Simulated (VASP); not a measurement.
# InGaTe3 (Pm-3m) in VASP: notebook

Runs on InGaTe3. Level: PBE. Tasks: single point.

Everything below comes from runs of VASP 6.6.1. Logs are shortened: lines on timing, memory, paths and dates and some standing lists are left out, and cuts for length are marked.

**1. The cell of the first run**

It takes space group Pm-3m (No. 221, cubic). Conventional cell: a = 5.208 Å, b = 5.208 Å, c = 5.208 Å, α = 90.00°, β = 90.00°, γ = 90.00°. Within 3.4 Å of In (site symmetry m-3m) lie 6 Te at 2.60 Å. Ga (site symmetry m-3m) has 12 Te at 3.68 Å and 8 In at 4.51 Å within 4.8 Å. Within 3.4 Å of Te (site symmetry 4/mmm) lie 2 In at 2.60 Å.

The cell was built from a structure type or drawn by symmetry, and may not be a known phase.

**2. Single point, PBE**

INCAR reads:

```
SYSTEM = InGaTe3
  ALGO = Normal
  EDIFF = 1E-6
  ENCUT = 520
  GGA = PE
  ISIF = 2
  ISMEAR = 0
  LASPH = .True.
  LCHARG = .True.
  LELF = .True.
  LREAL = .False.
  LVHAR = .True.
  LWAVE = .False.
  NBANDS = 30
  NELM = 60
  PREC = Accurate
  SIGMA = 0.1
```

KPOINTS reads:

```
k-points
0
Gamma
  4 4 4
  0 0 0
```

POSCAR reads:

```
InGaTe3
1.0
    5.2075537800      0.0000000000      0.0000000000
    0.0000000000      5.2075537800      0.0000000000
    0.0000000000      0.0000000000      5.2075537800
In Ga Te
1 1 3
Direct
    0.0000000000      0.0000000000      0.0000000000
    0.5000000000      0.5000000000      0.5000000000
    0.5000000000      0.0000000000      0.0000000000
    0.0000000000      0.5000000000      0.0000000000
    0.0000000000      0.0000000000      0.5000000000
```

Potentials or basis: VASP PAW PBE potentials, release 64 (In_d, Ga_d, Te).

On the command line:

```
cat potpaw_PBE.64/In_d/POTCAR potpaw_PBE.64/Ga_d/POTCAR potpaw_PBE.64/Te/POTCAR > POTCAR
mpirun -np 1 vasp_std > vasp.out
```

OUTCAR:

```text
SYSTEM = InGaTe3
   EDIFF = 1E-6
   ENCUT = 520
   GGA = PE
   ISIF = 2
   ISMEAR = 0
   LASPH = .True.
   LREAL = .False.
   NELM = 60
   PREC = Accurate

 ion  position               nearest neighbor table
   1  0.000  0.000  0.000-   3 2.60   4 2.60   5 2.60   5 2.60   4 2.60   3 2.60
   2  0.500  0.500  0.500-
   3  0.500  0.000  0.000-   1 2.60   1 2.60   5 3.68   5 3.68   4 3.68   4 3.68   4 3.68   5 3.68
                             5 3.68   4 3.68
   4  0.000  0.500  0.000-   1 2.60   1 2.60   5 3.68   5 3.68   3 3.68   3 3.68   5 3.68   5 3.68
                             3 3.68   3 3.68
   5  0.000  0.000  0.500-   1 2.60   1 2.60   4 3.68   3 3.68   3 3.68   4 3.68   4 3.68   4 3.68
                             3 3.68   3 3.68

  LATTYP: Found a simple cubic cell.
 ALAT       =     5.2075537800

  Lattice vectors:

 A1 = (   5.2075537800,   0.0000000000,   0.0000000000)
 A2 = (   0.0000000000,   5.2075537800,   0.0000000000)
 A3 = (   0.0000000000,   0.0000000000,   5.2075537800)

Analysis of symmetry for initial positions (statically):
=====================================================================
 Subroutine PRICEL returns:
 Original cell was already a primitive cell.

 Routine SETGRP: Setting up the symmetry group for a
 simple cubic supercell.

 Subroutine GETGRP returns: Found 48 space group operations
 (whereof 48 operations were pure point group operations)
 out of a pool of 48 trial point group operations.

The static configuration has the point symmetry O_h .

Analysis of symmetry for dynamics (positions and initial velocities):
=====================================================================
 Subroutine PRICEL returns:
 Original cell was already a primitive cell.

 Routine SETGRP: Setting up the symmetry group for a
 simple cubic supercell.

 Subroutine GETGRP returns: Found 48 space group operations
 (whereof 48 operations were pure point group operations)
 out of a pool of 48 trial point group operations.

The dynamic configuration has the point symmetry O_h .

 Subroutine INISYM returns: Found 48 space group operations
 (whereof 48 operations are pure point group operations),
 and found     1 'primitive' translations

----------------------------------------------------------------------------------------

                                     Primitive cell

  volume of cell :     141.2217

[... 78 lines left out ...]
   NELM   =     60;   NELMIN=  2; NELMDL= -5     # of ELM steps
   EDIFF  = 0.1E-05   stopping-criterion for ELM
   LREAL  =      F    real-space projection
   EDIFFG = 0.1E-04   stopping-criterion for IOM
   NSW    =      0    number of steps for IOM
   IBRION =     -1    ionic relax: 0-MD 1-quasi-New 2-CG
   NFREE  =      0    steps in history (QN), initial steepest desc. (CG)
   ISIF   =      2    stress and relaxation
   ISYM   =      2    0-nonsym 1-usesym 2-fastsym
   POTIM  = 0.5000    time-step for ionic-motion
   TEBEG  =    0.0;   TEEND  =   0.0 temperature during run
   PSTRESS=    0.0 pullay stress
   NELECT =      44.0000    total number of electrons
   NUPDOWN=      -1.0000    fix difference up-down
   EMIN   =  10.00;   EMAX   =-10.00  energy-range for DOS
   EFERMI =   0.00;   METHOD = LEGACY
   ISMEAR =     0;   SIGMA  =   0.10  broadening in eV -4-tet -1-fermi 0-gaus
   EFERMI_NEDOS =   21; number of points for ismear=-14 and -15
   IALGO  =     38    algorithm
   IMIX   =      4    mixing-type and parameters
     AMIX     =   0.40;   BMIX     =  1.00
     AMIX_MAG =   1.60;   BMIX_MAG =  1.00
  volume/ion in A,a.u.               =      28.24       190.60
  Fermi-wavevector in a.u.,A,eV,Ry     =   1.109836  2.097285 16.758771  1.231735
  Thomas-Fermi vector in A             =   2.246380
   LORBIT       =      0    0 simple, 1 ext, 2 COOP (PROOUT), +10 PAW based schemes
   GGA     = PE    functional components
   LHFCALC =     F    Hartree Fock is set to
   AEXX    =    0.0000 exact exchange contribution
   IVDW    =     0    specifies the selected vdW correction
   LEPSILON=     F    determine dielectric tensor
   LRPA    =     F    only Hartree local field effects (RPA)
 non-spin polarized calculation
 Gauss-broadening in eV      SIGMA  =   0.10
  energy-cutoff  :      520.00
  volume of cell :      141.22
 maximum number of plane-waves:      3840
 NGX is ok and might be reduce to    40
   NGX = 19   NGY = 19   NGZ = 19

 number of electron      43.9999983 magnetization

 Free energy of the ion-electron system (eV)
  ---------------------------------------------------
  ext. energy  EPLUGINS =         0.00000000
  ---------------------------------------------------
  free energy    TOTEN  =       -11.48242412 eV

  energy without entropy =      -11.43953482  energy(sigma->0) =      -11.46097947

 E-fermi :   6.2291     XC(G=0):  -9.6517

 val. band max:        6.1964472273   @ k =   0.2500   0.2500   0.2500
 cond. band min:       6.2408701335   @ k =   0.2500   0.2500   0.2500
 fundamental gap:      0.0444229062
 Fermi energy:         6.2291460964

 k-point     1 :       0.0000    0.0000    0.0000
  band No.  band energies     occupation
      1      -9.5359      2.00000
      2      -9.5359      2.00000
      3      -9.0394      2.00000
      4      -9.0394      2.00000
      5      -9.0394      2.00000
      6      -8.5252      2.00000
[... 319 lines left out ...]
     29      10.4610      0.00000
     30      12.9607      0.00000

------------------------ aborting loop because EDIFF is reached ----------------------------------------

  FORCE on cell =-STRESS in cart. coord.  units (eV):
  Direction    XX          YY          ZZ          XY          YZ          ZX
  --------------------------------------------------------------------------------------
  -------------------------------------------------------------------------------------
  Total       13.8152255     13.8152255     13.8152255     -0.0000000      0.0000000      0.0000000
  in kB      156.7354619    156.7354619    156.7354619     -0.0000000      0.0000000      0.0000000
  external PRESSURE =     156.7354619 kB  Pullay stress =       0.0000000 kB

 VOLUME and BASIS-vectors are now :
 -----------------------------------------------------------------------------
  energy-cutoff  :      520.00
  volume of cell :      141.22
      direct lattice vectors                 reciprocal lattice vectors
     5.207553780  0.000000000  0.000000000     0.192028742  0.000000000  0.000000000
     0.000000000  5.207553780  0.000000000     0.000000000  0.192028742  0.000000000
     0.000000000  0.000000000  5.207553780     0.000000000  0.000000000  0.192028742

 POSITION                                       TOTAL-FORCE (eV/Angst)
 -----------------------------------------------------------------------------------
      0.00000      0.00000      0.00000         0.000000      0.000000      0.000000
      2.60378      2.60378      2.60378         0.000000      0.000000      0.000000
      2.60378      0.00000      0.00000         0.000000      0.000000      0.000000
      0.00000      2.60378      0.00000         0.000000      0.000000      0.000000
      0.00000      0.00000      2.60378         0.000000      0.000000      0.000000
 -----------------------------------------------------------------------------------
    total drift:                               -0.000000      0.000000     -0.000000

  FREE ENERGIE OF THE ION-ELECTRON SYSTEM (eV)
  ---------------------------------------------------
  free  energy   TOTEN  =       -11.4824241175 eV

  energy  without entropy=      -11.4395348191  energy(sigma->0) =      -11.46097947
```

OSZICAR:

```text
N       E                     dE             d eps       ncg     rms          rms(c)
DAV:   1     0.368830220741E+03    0.36883E+03   -0.19033E+04   606   0.164E+03
DAV:   2     0.350484442559E+02   -0.33378E+03   -0.32273E+03   614   0.426E+02
DAV:   3    -0.939080022368E+01   -0.44439E+02   -0.42777E+02   768   0.142E+02
DAV:   4    -0.116325936833E+02   -0.22418E+01   -0.22169E+01   692   0.310E+01
DAV:   5    -0.117516297505E+02   -0.11904E+00   -0.11893E+00   904   0.730E+00    0.129E+01
DAV:   6    -0.115292340937E+02    0.22240E+00   -0.32108E-01   722   0.809E+00    0.798E+00
DAV:   7    -0.114881884258E+02    0.41046E-01   -0.25935E-01   842   0.438E+00    0.782E-01
DAV:   8    -0.114822601910E+02    0.59282E-02   -0.50923E-02   750   0.244E+00    0.511E-01
DAV:   9    -0.114823990930E+02   -0.13890E-03   -0.38446E-03   746   0.313E-01    0.127E-01
DAV:  10    -0.114824188316E+02   -0.19739E-04   -0.16281E-04   860   0.841E-02    0.736E-02
DAV:  11    -0.114824256745E+02   -0.68429E-05   -0.24737E-05   760   0.287E-02    0.133E-02
DAV:  12    -0.114824244620E+02    0.12125E-05   -0.38378E-06   650   0.263E-02    0.938E-03
DAV:  13    -0.114824241175E+02    0.34451E-06   -0.41490E-07   438   0.464E-03
   1 F= -.11482424E+02 E0= -.11460979E+02  d E =-.428893E-01
```

stdout:

```text
POSCAR found type information on POSCAR InGaTe
 POSCAR found :  3 types and       5 ions
 scaLAPACK will be used
 LDA part: xc-table for (Slater+PW92), standard interpolation
 POSCAR, INCAR and KPOINTS ok, starting setup
 FFT: planning ... GRIDC
 FFT: planning ... GRID_SOFT
 FFT: planning ... GRID
 WAVECAR not read
 entering main loop
```

Wall time 44 s (1 thread of Intel Xeon 8259CL, shared host); peak memory 0.26 GiB.

What came out:

* Free energy: -11.4824 eV
* Pressure: 15.7 GPa
* Band gap on the k mesh: zero (bands 22 and 23 overlap by 1.87 eV)

Caveat: the cell stands under pressure; spin-orbit coupling is left out, which moves the levels of the heavy elements.

**3. Single point, PBE**

This run uses another cell than the first one, of 37.85 Å³/atom.

INCAR reads:

```
SYSTEM = InGaTe3
ALGO = Normal
EDIFF = 1E-6
ENCUT = 520
GGA = PE
ISIF = 2
ISMEAR = 0
LASPH = .TRUE.
LCHARG = .FALSE.
LREAL = .FALSE.
LWAVE = .FALSE.
NBANDS = 30
NELM = 60
PREC = Accurate
SIGMA = 0.1
```

KPOINTS reads:

```
k-points
0
G
  4 4 4
  0 0 0
```

POSCAR: that of step 2 with these lines changed.

```diff
@@ -2,5 +2,5 @@
 1.0
-    5.2075537800      0.0000000000      0.0000000000
-    0.0000000000      5.2075537800      0.0000000000
-    0.0000000000      0.0000000000      5.2075537800
+    5.7415528195      0.0000000000      0.0000000000
+    0.0000000000      5.7415528195      0.0000000000
+    0.0000000000      0.0000000000      5.7415528195
 In Ga Te
```

Potentials or basis: VASP PAW PBE potentials, release 64 (In_d, Ga_d, Te).

On the command line:

```
cat potpaw_PBE.64/In_d/POTCAR potpaw_PBE.64/Ga_d/POTCAR potpaw_PBE.64/Te/POTCAR > POTCAR
mpirun -np 1 vasp_std > vasp.out
```

OUTCAR:

```text
SYSTEM = InGaTe3
   EDIFF = 1E-6
   ENCUT = 520
   GGA = PE
   ISIF = 2
   ISMEAR = 0
   LASPH = .TRUE.
   LREAL = .FALSE.
   NELM = 60
   PREC = Accurate

 ion  position               nearest neighbor table
   1  0.000  0.000  0.000-   3 2.87   4 2.87   5 2.87   5 2.87   4 2.87   3 2.87
   2  0.500  0.500  0.500-
   3  0.500  0.000  0.000-   1 2.87   1 2.87
   4  0.000  0.500  0.000-   1 2.87   1 2.87
   5  0.000  0.000  0.500-   1 2.87   1 2.87

  LATTYP: Found a simple cubic cell.
[... 515 lines left out ...]
  --------------------------------------------------------------------------------------
  -------------------------------------------------------------------------------------
  Total       -0.0427252     -0.0427252     -0.0427252      0.0000000      0.0000000      0.0000000
  in kB       -0.3616652     -0.3616652     -0.3616652      0.0000000      0.0000000      0.0000000
  external PRESSURE =      -0.3616652 kB  Pullay stress =       0.0000000 kB

 VOLUME and BASIS-vectors are now :
 -----------------------------------------------------------------------------
  energy-cutoff  :      520.00
  volume of cell :      189.27
      direct lattice vectors                 reciprocal lattice vectors
     5.741552819  0.000000000  0.000000000     0.174168911  0.000000000  0.000000000
     0.000000000  5.741552819  0.000000000     0.000000000  0.174168911  0.000000000
     0.000000000  0.000000000  5.741552819     0.000000000  0.000000000  0.174168911

 POSITION                                       TOTAL-FORCE (eV/Angst)
 -----------------------------------------------------------------------------------
      0.00000      0.00000      0.00000         0.000000      0.000000      0.000000
      2.87078      2.87078      2.87078         0.000000      0.000000      0.000000
      2.87078      0.00000      0.00000         0.000000      0.000000      0.000000
      0.00000      2.87078      0.00000         0.000000      0.000000      0.000000
      0.00000      0.00000      2.87078         0.000000      0.000000      0.000000
 -----------------------------------------------------------------------------------
    total drift:                                0.000000     -0.000000     -0.000000

  FREE ENERGIE OF THE ION-ELECTRON SYSTEM (eV)
  ---------------------------------------------------
  free  energy   TOTEN  =       -13.2363943177 eV

  energy  without entropy=      -13.1721398976  energy(sigma->0) =      -13.20426711
```

OSZICAR:

```text
N       E                     dE             d eps       ncg     rms          rms(c)
DAV:   1     0.331901301155E+03    0.33190E+03   -0.18595E+04   606   0.150E+03
DAV:   2     0.278613024574E+02   -0.30404E+03   -0.29458E+03   642   0.386E+02
DAV:   3    -0.115404316243E+02   -0.39402E+02   -0.38420E+02   788   0.131E+02
DAV:   4    -0.134799583051E+02   -0.19395E+01   -0.18981E+01   712   0.291E+01
DAV:   5    -0.135874400246E+02   -0.10748E+00   -0.10742E+00   936   0.672E+00    0.702E+00
DAV:   6    -0.133002660836E+02    0.28717E+00   -0.35247E-01   754   0.641E+00    0.450E+00
DAV:   7    -0.132373442774E+02    0.62922E-01   -0.29011E-01   744   0.377E+00    0.643E-01
DAV:   8    -0.132355849109E+02    0.17594E-02   -0.57229E-02   730   0.187E+00    0.406E-01
DAV:   9    -0.132361301410E+02   -0.54523E-03   -0.29879E-03   798   0.329E-01    0.125E-01
DAV:  10    -0.132363431505E+02   -0.21301E-03   -0.30815E-04   748   0.987E-02    0.469E-02
DAV:  11    -0.132363974281E+02   -0.54278E-04   -0.64072E-05   682   0.592E-02    0.159E-02
DAV:  12    -0.132363949103E+02    0.25178E-05   -0.85632E-06   772   0.311E-02    0.603E-03
DAV:  13    -0.132363943177E+02    0.59262E-06   -0.13502E-06   542   0.666E-03
   1 F= -.13236394E+02 E0= -.13204267E+02  d E =-.642544E-01
```

stdout:

```text
POSCAR found type information on POSCAR InGaTe
 POSCAR found :  3 types and       5 ions
 scaLAPACK will be used
 LDA part: xc-table for (Slater+PW92), standard interpolation
 POSCAR, INCAR and KPOINTS ok, starting setup
 FFT: planning ... GRIDC
 FFT: planning ... GRID_SOFT
 FFT: planning ... GRID
 WAVECAR not read
 entering main loop
```

Wall time 81 s (1 thread of Intel Xeon 8259CL, shared host); peak memory 0.34 GiB.

What came out:

```
Free energy            : -13.2364 eV
Pressure               : 0.0 GPa
Band gap on the k mesh : zero (bands 22 and 23 overlap by 1.12 eV)
```

Caveat: spin-orbit coupling is left out, which moves the levels of the heavy elements.
